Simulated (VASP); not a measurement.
# Tl (Pm-3m) in VASP: a series of runs

The runs below take Tl through single point, relaxation of cell and atoms, with LDA.

Everything below comes from runs of VASP 6.6.1. Logs are shortened: lines on timing, memory, paths and dates and some standing lists are left out, and cuts for length are marked.

## (1) The cell of the first run

Symmetry: Pm-3m, No. 221, cubic system. The conventional cell has a = 3.088 Å, b = 3.088 Å, c = 3.088 Å, α = 90.00°, β = 90.00°, γ = 90.00°. Tl (site symmetry m-3m) has 6 Tl at 3.09 Å within 4.1 Å.

## (2) Single point, LDA

Contents of INCAR:

```
SYSTEM = Tl
PREC = Accurate
ENCUT = 520
EDIFF = 1E-6
ISMEAR = -1
SIGMA = 0.05
LREAL = .FALSE.
LASPH = .TRUE.
NELM = 60
ALGO = Normal
ISIF = 2
LWAVE = .FALSE.
LCHARG = .FALSE.
GGA = CA
NBANDS = 12
```

Contents of KPOINTS:

```
regular mesh
0
G
  13 13 13
  0 0 0
```

Contents of POSCAR:

```
Tl
1.0
    3.0881070506      0.0000000000      0.0000000000
    0.0000000000      3.0881070506      0.0000000000
    0.0000000000      0.0000000000      3.0881070506
Tl
1
Direct
    0.0000000000      0.0000000000      0.0000000000
```

Potentials or basis: VASP PAW LDA potentials, release 64 (Tl_d).

Command:

```console
cat potpaw_LDA.64/Tl_d/POTCAR > POTCAR
mpirun -np 1 vasp_std > vasp.out
```

OUTCAR:

```text
SYSTEM = Tl
   PREC = Accurate
   ENCUT = 520
   EDIFF = 1E-6
   ISMEAR = -1
   LREAL = .FALSE.
   LASPH = .TRUE.
   NELM = 60
   ISIF = 2
   GGA = CA

 ion  position               nearest neighbor table
   1  0.000  0.000  0.000-

  LATTYP: Found a simple cubic cell.
 ALAT       =     3.0881070506

  Lattice vectors:

 A1 = (   3.0881070506,   0.0000000000,   0.0000000000)
 A2 = (   0.0000000000,   3.0881070506,   0.0000000000)
 A3 = (   0.0000000000,   0.0000000000,   3.0881070506)

Analysis of symmetry for initial positions (statically):
=====================================================================
 Subroutine PRICEL returns:
 Original cell was already a primitive cell.

 Routine SETGRP: Setting up the symmetry group for a
 simple cubic supercell.

 Subroutine GETGRP returns: Found 48 space group operations
[... 9 lines left out ...]

 Routine SETGRP: Setting up the symmetry group for a
 simple cubic supercell.

 Subroutine GETGRP returns: Found 48 space group operations
[... 11 lines left out ...]
                                     Primitive cell

  volume of cell :      29.4494

  direct lattice vectors                    reciprocal lattice vectors
     3.088107051  0.000000000  0.000000000     0.323822971  0.000000000  0.000000000
     0.000000000  3.088107051  0.000000000     0.000000000  0.323822971  0.000000000
     0.000000000  0.000000000  3.088107051     0.000000000  0.000000000  0.323822971

  length of vectors
     3.088107051  3.088107051  3.088107051     0.323822971  0.323822971  0.323822971

  position of ions in fractional coordinates (direct lattice)
     0.000000000  0.000000000  0.000000000

  ion indices of the primitive-cell ions
   primitive index   ion index
                 1           1

----------------------------------------------------------------------------------------

 KPOINTS: regular mesh

Automatic generation of k-mesh.
 Grid dimensions read from file:
 generate k-points for:   13   13   13

 Generating k-lattice:

  Cartesian coordinates                     Fractional coordinates (reciprocal lattice)
     0.024909459  0.000000000  0.000000000     0.076923077  0.000000000  0.000000000
     0.000000000  0.024909459  0.000000000     0.000000000  0.076923077  0.000000000
     0.000000000  0.000000000  0.024909459     0.000000000  0.000000000  0.076923077

  Length of vectors
     0.024909459  0.024909459  0.024909459

  Shift w.r.t. Gamma in fractional coordinates (k-lattice)
     0.000000000  0.000000000  0.000000000

 Subroutine IBZKPT returns following result:
 ===========================================

[... 49 lines left out ...]
   EDIFFG = 0.1E-04   stopping-criterion for IOM
   NSW    =      0    number of steps for IOM
   IBRION =     -1    ionic relax: 0-MD 1-quasi-New 2-CG
   NFREE  =      0    steps in history (QN), initial steepest desc. (CG)
   ISIF   =      2    stress and relaxation
   ISYM   =      2    0-nonsym 1-usesym 2-fastsym
   POTIM  = 0.5000    time-step for ionic-motion
   TEBEG  =    0.0;   TEEND  =   0.0 temperature during run
   PSTRESS=    0.0 pullay stress
   NELECT =      13.0000    total number of electrons
   NUPDOWN=      -1.0000    fix difference up-down
   EMIN   =  10.00;   EMAX   =-10.00  energy-range for DOS
   EFERMI =   0.00;   METHOD = LEGACY
   ISMEAR =    -1;   SIGMA  =   0.05  broadening in eV -4-tet -1-fermi 0-gaus
   EFERMI_NEDOS =   21; number of points for ismear=-14 and -15
   IALGO  =     38    algorithm
   IMIX   =      4    mixing-type and parameters
     AMIX     =   0.40;   BMIX     =  1.00
     AMIX_MAG =   1.60;   BMIX_MAG =  1.00
  volume/ion in A,a.u.               =      29.45       198.73
  Fermi-wavevector in a.u.,A,eV,Ry     =   1.246513  2.355569 21.140672  1.553796
  Thomas-Fermi vector in A             =   2.380687
   LORBIT       =      0    0 simple, 1 ext, 2 COOP (PROOUT), +10 PAW based schemes
   GGA     = CA    functional components
   LHFCALC =     F    Hartree Fock is set to
   AEXX    =    0.0000 exact exchange contribution
   IVDW    =     0    specifies the selected vdW correction
   LEPSILON=     F    determine dielectric tensor
   LRPA    =     F    only Hartree local field effects (RPA)
 non-spin polarized calculation
  energy-cutoff  :      520.00
  volume of cell :       29.45
 maximum number of plane-waves:       812
 NGX is ok and might be reduce to    24
   NGX = 11   NGY = 11   NGZ = 11

 number of electron      12.9999996 magnetization

 Free energy of the ion-electron system (eV)
  ---------------------------------------------------
  ext. energy  EPLUGINS =         0.00000000
  ---------------------------------------------------
  free energy    TOTEN  =        -2.80189184 eV

  energy without entropy =       -2.79527341  energy(sigma->0) =       -2.79858263

 E-fermi :   6.0499     XC(G=0): -10.2664

 val. band max:        6.0433874632   @ k =   0.3077   0.0769   0.0000
 cond. band min:       6.0593988270   @ k =   0.4615   0.3077   0.3077
 fundamental gap:      0.0160113637
 Fermi energy:         6.0498754865

 k-point     1 :       0.0000    0.0000    0.0000
  band No.  band energies     occupation
      1      -6.3835      2.00000
      2      -6.3835      2.00000
      3      -5.1102      2.00000
      4      -5.1102      2.00000
      5      -5.1102      2.00000
      6      -4.1714      2.00000
      7      13.1527      0.00000
      8      13.1527      0.00000
      9      13.1527      0.00000
     10      16.4832      0.00000
     11      18.0323      0.00000
     12      18.0323      0.00000
[... 331 lines left out ...]
 k-point    24 :       0.3846    0.3077    0.0000
  band No.  band energies     occupation
      1      -6.0693      2.00000
      2      -5.8386      2.00000
      3      -5.4008      2.00000
      4      -5.3228      2.00000
      5      -5.2060      2.00000
      6      -0.0264      2.00000
      7       5.7138      1.99759
      8       8.2641      0.00000
      9      13.8118      0.00000
     10      17.7262      0.00000
     11      19.1826      0.00000
     12      21.4279      0.00000

 [... further k-points ...]
[... 5 lines left out ...]
  --------------------------------------------------------------------------------------
  -------------------------------------------------------------------------------------
  Total        0.0204932      0.0204932      0.0204932     -0.0000000     -0.0000000      0.0000000
  in kB        1.1149172      1.1149172      1.1149172     -0.0000000     -0.0000000      0.0000000
  external PRESSURE =       1.1149172 kB  Pullay stress =       0.0000000 kB

 VOLUME and BASIS-vectors are now :
 -----------------------------------------------------------------------------
  energy-cutoff  :      520.00
  volume of cell :       29.45
      direct lattice vectors                 reciprocal lattice vectors
     3.088107051  0.000000000  0.000000000     0.323822971  0.000000000  0.000000000
     0.000000000  3.088107051  0.000000000     0.000000000  0.323822971  0.000000000
     0.000000000  0.000000000  3.088107051     0.000000000  0.000000000  0.323822971

 POSITION                                       TOTAL-FORCE (eV/Angst)
 -----------------------------------------------------------------------------------
      0.00000      0.00000      0.00000         0.000000      0.000000      0.000000
 -----------------------------------------------------------------------------------
    total drift:                                0.000000     -0.000000      0.000000

  FREE ENERGIE OF THE ION-ELECTRON SYSTEM (eV)
  ---------------------------------------------------
  free  energy   TOTEN  =        -2.8018918424 eV

  energy  without entropy=       -2.7952734137  energy(sigma->0) =       -2.79858263
```

It took 4.6 s on 1 thread of Intel Xeon 6975P-C (Granite Rapids), shared host; peak memory 0.14 GiB.

What came out:

```yaml
Free_energy: -2.8019 eV
Pressure: 0.1 GPa
```

Caveat: spin-orbit coupling is left out, which moves the levels of the heavy elements.

## (3) Single point, LDA

This run uses another cell than the first one, of 30.87 Å³/atom, 1.048 times its volume.

Contents of INCAR:

```
PREC = Accurate ; ENCUT = 520
EDIFF = 1E-6 ; ISMEAR = -1
SIGMA = 0.05 ; LREAL = F
LASPH = T ; NELM = 100
ALGO = Normal ; ISIF = 2
LWAVE = F ; LCHARG = F
NBANDS = 12
```

Contents of KPOINTS:

```
Automatic mesh
0
Gamma
  13 13 13
```

Contents of POSCAR:

```
Tl
1.0
    3.1371387605      0.0000000000      0.0000000000
    0.0000000000      3.1371387605      0.0000000000
    0.0000000000      0.0000000000      3.1371387605
Tl
1
Direct
    0.0000000000      0.0000000000      0.0000000000
```

Potentials or basis: VASP PAW LDA potentials, release 64 (Tl_d).

Command:

```console
cat potpaw_LDA.64/Tl_d/POTCAR > POTCAR
mpirun -np 1 vasp_std > vasp.out
```

It took 4.6 s on 1 thread of Intel Xeon 6975P-C (Granite Rapids), shared host; peak memory 0.14 GiB.

The run converged. Its results:

* Free energy: -2.7962 eV
* Pressure: -1.4 GPa

Levels at points of the mesh, in eV from the Fermi level:
```csv
k point,band 3,band 4,band 5,band 6,band 7,band 8,band 9,band 10
"(0.00, 0.00, 0.00)",-11.17,-11.17,-11.17,-9.93,6.88,6.88,6.88,10.02
```

Caveat: spin-orbit coupling is left out, which moves the levels of the heavy elements.

## (4) Relaxation of cell and atoms, LDA

Contents of INCAR:

```
PREC     = Accurate       # precision mode
ENCUT    = 600            # plane-wave cutoff, eV
EDIFF    = 1E-7           # SCF threshold, eV
ISMEAR   = -1             # smearing method
SIGMA    = 0.05           # smearing width, eV
LREAL    = False          # projectors in reciprocal space
LASPH    = True           # aspherical terms in the spheres
NELM     = 60             # most SCF steps
ALGO     = Normal         # electronic algorithm
ISIF     = 3              # what is computed and relaxed
LWAVE    = False          # write WAVECAR
LCHARG   = False          # write CHGCAR
IBRION   = 2              # ionic algorithm
NSW      = 60             # ionic steps
EDIFFG   = -0.005         # ionic threshold
```

Contents of KPOINTS:

```
regular mesh
0
Gamma
  13 13 13
```

Contents of POSCAR:

```
Tl
1.0
    3.0881070506      0.0000000000      0.0000000000
    0.0000000000      3.0881070506      0.0000000000
    0.0000000000      0.0000000000      3.0881070506
Tl
1
Direct
    0.0000000000      0.0000000000      0.0000000000
```

Command:

```console
cat potpaw_LDA.64/Tl_d/POTCAR > POTCAR
mpirun -np 1 vasp_std > vasp.out
```

Run time: 14 s. Hardware: 1 thread of Intel Xeon 6975P-C (Granite Rapids), shared host; peak memory 0.17 GiB.

It converged, with:

| Item | Value |
| --- | --- |
| Free energy | -2.8020 eV |
| Relaxed volume | 29.58 Å³/atom |
| Relaxed cell | a = 3.093 Å, b = 3.093 Å, c = 3.093 Å, α = 90.00°, β = 90.00°, γ = 90.00° |
| Space group after relaxing (to 0.05 Å) | Pm-3m (No. 221) |
| Energy gained by relaxing | 0.1 meV/atom |
| Ionic steps | 2 |
| Pressure after relaxing | 0.0 GPa |

Final structure:
```cif
data_structure
_symmetry_space_group_name_H-M 'P 1'
_symmetry_Int_Tables_number 1
_cell_length_a 3.0926
_cell_length_b 3.0926
_cell_length_c 3.0926
_cell_angle_alpha 90.000
_cell_angle_beta 90.000
_cell_angle_gamma 90.000
_cell_volume 29.58
loop_
_atom_site_label
_atom_site_type_symbol
_atom_site_fract_x
_atom_site_fract_y
_atom_site_fract_z
_atom_site_occupancy
Tl1 Tl 0.00000 0.00000 0.00000 1
```

Levels at points of the mesh, in eV from the Fermi level:
| k point | band 2 | band 3 | band 4 | band 5 | band 6 | band 7 | band 8 | band 9 | band 10 |
| --- | --- | --- | --- | --- | --- | --- | --- | --- | --- |
| (0.00, 0.00, 0.00) | -12.42 | -11.16 | -11.16 | -11.16 | -10.19 | 7.08 | 7.08 | 7.08 | 10.40 |

Caveat: spin-orbit coupling is left out, which moves the levels of the heavy elements.

## (5) Relaxation of cell and atoms, LDA

Contents of INCAR:

```
SYSTEM = Tl
ALGO = Normal
EDIFF = 1E-6
EDIFFG = -0.005
ENCUT = 600
IBRION = 2
ISIF = 3
ISMEAR = -1
LASPH = .True.
LCHARG = .False.
LREAL = .False.
LWAVE = .False.
NELM = 80
NSW = 45
PREC = Accurate
SIGMA = 0.05
```

Contents of KPOINTS:

```
k-points
0
Gamma
  13 13 13
  0 0 0
```

POSCAR is that of step 4.

Command:

```console
cat potpaw_LDA.64/Tl_d/POTCAR > POTCAR
mpirun -np 1 vasp_std > vasp.out
```

It took 14 s on 1 thread of Intel Xeon 6975P-C (Granite Rapids), shared host; peak memory 0.16 GiB.

It converged, with:

```yaml
Free_energy: -2.8020 eV
Relaxed_volume: 29.56 Å³/atom
Relaxed_cell: a = 3.092 Å, b = 3.092 Å, c = 3.092 Å, α = 90.00°, β = 90.00°, γ = 90.00°
Space_group_after_relaxing_to_0.05_Å: Pm-3m (No. 221)
Energy_gained_by_relaxing: 0.1 meV/atom
Ionic_steps: 3
Pressure_after_relaxing: 0.0 GPa
```

Final structure:
```xyz
1
Lattice="3.0921 0.0000 0.0000 0.0000 3.0921 0.0000 0.0000 0.0000 3.0921" Properties=species:S:1:pos:R:3 pbc="T T T"
Tl    0.0000    0.0000    0.0000
```

Levels at points of the mesh, in eV from the Fermi level:
```tsv
k point	band 4	band 5	band 6	band 7	band 8	band 9
(0.00, 0.00, 0.00)	-11.16	-11.16	-10.20	7.08	7.08	7.08
```

Caveat: spin-orbit coupling is left out, which moves the levels of the heavy elements.

## (6) The runs side by side

```tsv
task	cell	cutoff (eV)	gap on the mesh (eV)	pressure (GPa)
single point	a = 3.088 Å, 1 atom	520	none	0.1
single point	a = 3.137 Å, 1 atom	520	none	-1.4
relaxation of cell and atoms	relaxed from a = 3.088 Å, 1 atom	600	none	0.0
```

Alike in all rows: level LDA; potentials or basis VASP PAW LDA potentials, release 64 (Tl_d); no spin polarisation; k mesh 13 × 13 × 13; smearing fermi-dirac 0.05 eV.

Caveats: spin-orbit coupling is left out, which moves the levels of the heavy elements.

Absolute energies hang on the potentials; compare differences alone.
